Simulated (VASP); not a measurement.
Write the native input for VASP 6.6.1 that does the following.

```yaml
Task: relaxation of cell and atoms
Functional: r2SCAN
Potentials_or_basis: VASP PAW PBE potentials, release 64 (B, N)
Cutoff: 600 eV
k_mesh: 12 × 12 × 12
Occupations: fermi-dirac, width 0.02 eV
Spin: no spin polarisation
Dipole_correction: no
Further_INCAR_settings: ALGO = Normal; EDIFF = 1e-07; IBRION = 2; EDIFFG = -0.005; NSW = 80; ISIF = 3
```

The system is BN.

```
B N
1.0
     0.00000    1.75174    1.75174
     1.75174    0.00000    1.75174
     1.75174    1.75174    0.00000
B N
1 1
Cartesian
  0.0000 0.0000 0.0000
  1.7517 1.7517 1.7517
```

These files were run (other wordings do the same):

POSCAR

```
BN
1.0
    0.0000000000      1.7517434717      1.7517434717
    1.7517434717      0.0000000000      1.7517434717
    1.7517434717      1.7517434717      0.0000000000
B N
1 1
Direct
    0.0000000000      0.0000000000      0.0000000000
    0.5000000000      0.5000000000      0.5000000000
```

INCAR.step1

```
PREC     = Accurate       # precision mode
ENCUT    = 600            # plane-wave cutoff, eV
ISMEAR   = -1             # smearing method
SIGMA    = 0.02           # smearing width, eV
LREAL    = F              # projectors in reciprocal space
LASPH    = T              # aspherical terms in the spheres
NELM     = 60             # most SCF steps
GGA      = PE             # functional
ALGO     = Normal         # electronic algorithm
EDIFF    = 1E-4           # SCF threshold, eV
LWAVE    = T              # write WAVECAR
LCHARG   = F              # write CHGCAR
```

INCAR.step2

```
PREC     = Accurate       # precision mode
ENCUT    = 600            # plane-wave cutoff, eV
EDIFF    = 1E-7           # SCF threshold, eV
ISMEAR   = -1             # smearing method
SIGMA    = 0.02           # smearing width, eV
LREAL    = F              # projectors in reciprocal space
LASPH    = T              # aspherical terms in the spheres
NELM     = 60             # most SCF steps
ALGO     = Normal         # electronic algorithm
ISIF     = 3              # what is computed and relaxed
LWAVE    = F              # write WAVECAR
LCHARG   = F              # write CHGCAR
METAGGA  = R2SCAN         # meta-GGA
LMIXTAU  = T            
IBRION   = 2              # ionic algorithm
NSW      = 80             # ionic steps
EDIFFG   = -0.005         # ionic threshold
ISTART   = 1
```

KPOINTS

```
regular mesh
0
Gamma
  12 12 12
```

Potentials or basis: VASP PAW PBE potentials, release 64 (B, N).

Launch:

```sh
$ cat potpaw_PBE.64/B/POTCAR potpaw_PBE.64/N/POTCAR > POTCAR
$ cp INCAR.step1 INCAR
$ mpirun -np 1 vasp_std > vasp.out
$ cp INCAR.step2 INCAR
$ mpirun -np 1 vasp_std > vasp.out
```

It gave:

```json
{
 "Relaxed volume": "5.33 Å³/atom",
 "Relaxed cell": "a = 2.470 Å, b = 2.470 Å, c = 2.470 Å, α = 60.00°, β = 60.00°, γ = 60.00°",
 "Space group after relaxing (to 0.1 Å)": "Fm-3m (No. 225)",
 "Energy gained by relaxing": "0.5 meV/atom",
 "Ionic steps": "3",
 "Pressure after relaxing": "0.0 GPa",
 "Band gap on the k mesh": "1.32 eV (least direct gap 6.51 eV)"
}
```

Caveat: the PAW data sets were made with another functional, which shifts forces and pressure a little.

Run time: 74 s on 1 thread of Intel(R) Xeon(R) Platinum 8375C CPU @ 2.90GHz (Ice Lake) (shared host), peak memory 0.12 GiB.
